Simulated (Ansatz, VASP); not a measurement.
**Two plane-wave programs on YbSn2Au2**

The input POSCAR:

```
YbSn2Au2
1.0
    0.0000000000      4.5847050000      0.0000000000
    4.5847050000      0.0000000000      0.0000000000
    2.2923530000      2.2923530000     -5.3739550000
Au Yb Sn
2 1 2
Direct
    0.7500000000      0.2500000000      0.5000000000
    0.2500000000      0.7500000000      0.5000000000
    0.0000000000      0.0000000000      0.0000000000
    0.3750000000      0.3750000000      0.2500000000
    0.6250000000      0.6250000000      0.7500000000
```

File INCAR.step1:

```
SYSTEM = YbSn2Au2
ALGO = Normal
EDIFF = 1E-4
ENCUT = 520
GGA = PE
ISMEAR = -1
LASPH = .TRUE.
LCHARG = .FALSE.
LREAL = .FALSE.
LWAVE = .TRUE.
NBANDS = 45
NELM = 60
PREC = Accurate
SIGMA = 0.1
```

INCAR.step2

```
SYSTEM = YbSn2Au2
ALGO = Normal
EDIFF = 1E-6
ENCUT = 520
ISIF = 2
ISMEAR = -1
ISTART = 1
LASPH = .TRUE.
LCHARG = .FALSE.
LMIXTAU = .TRUE.
LREAL = .FALSE.
LWAVE = .FALSE.
METAGGA = R2SCAN
NBANDS = 45
NELM = 60
PREC = Accurate
SIGMA = 0.1
```

Contents of KPOINTS:

```
k-points
0
G
  6 6 6
  0 0 0
```

Input for Ansatz:

```yaml
crystal:
  lattice:
    - [0.0, 4.584705, 0.0]
    - [4.584705, 0.0, 0.0]
    - [2.292353, 2.292353, -5.373955]
  atoms:
    - { symbol: Au, position: [0.75, 0.25, 0.5] }
    - { symbol: Au, position: [0.25, 0.75, 0.5] }
    - { symbol: Yb, position: [0.0, 0.0, 0.0] }
    - { symbol: Sn, position: [0.375, 0.375, 0.25] }
    - { symbol: Sn, position: [0.625, 0.625, 0.75] }
kpoints:
  mp_grid: { grid: [6, 6, 6], shift: [0, 0, 0] }
  band_path:
    path:
      - [0.0, 0.0, 0.0]
      - [0.5, 0.5, 0.5]
      - [0.5, 0.5, 0.25]
      - [0.0, 0.5, 0.0]
      - [0.0, 0.0, 0.0]
      - [0.0, 0.0, -0.5]
      - [0.0, 0.40902025, -0.29548988]
      - [0.0, 0.59097975, 0.29548988]
      - [0.0, 0.0, 0.0]
      - [0.5, 0.5, 0.5]
      - [0.40902025, 0.59097975, 0.5]
    npoints: 6
magnetization:
  spin_polarized: false
scf:
  occupations: { method: fermi_dirac }
  lower_state_search: "off"
  max_iter: 200
hamiltonian:
  pseudopotentials: { kind: paw }
  xc: r2scan
basis:
  ecutwfc: 500
  fft_grid_basis: typed
output:
  forces: true
  stress: true
  eigenvalues: true
  bader: true
  populations: true
  elf: true
  write_potential: true
  volumetric_format: npy
  dos:
    e_range: [-12, 8]
    de: 0.05
    projected: { site_lists: { Au: [Au], Sn: [Sn], Yb: [Yb] } }
checkpoint:
  read: saved_state
```

Alike in both runs: task single point; functional r2SCAN; k mesh 6 × 6 × 6; no spin polarisation.

|  | VASP | Ansatz |
| --- | --- | --- |
| version | VASP 6.6.1 | Ansatz 0.2.0 |
| potentials or method | VASP PAW PBE potentials, release 64 (Au, Yb, Sn_d), cutoff 520 eV | PAW plane waves |
| occupations | fermi-dirac, width 0.1 eV | fermi-dirac |
| valence electrons in the cell | 74 | 90 |

Ansatz gave:

- pressure (GPa): 6.8
- traceless stress, the component that is largest in VASP (GPa): 0.16
- rms of the force components (eV/Å): 0.149

Which values does VASP return?

Pressure (GPa): 7.2; traceless stress, the component that is largest in VASP (GPa): 0.13; rms of the force components (eV/Å): 0.159.

VASP's potentials were made for PBE, not for r2SCAN. Atom by atom the forces differ by 0.010 eV/Å (rms over components). VASP's potentials hold 74 valence electrons a cell and Ansatz's 90, so a difference there can come from the potentials and not from the codes.

Spin-orbit coupling is off throughout.
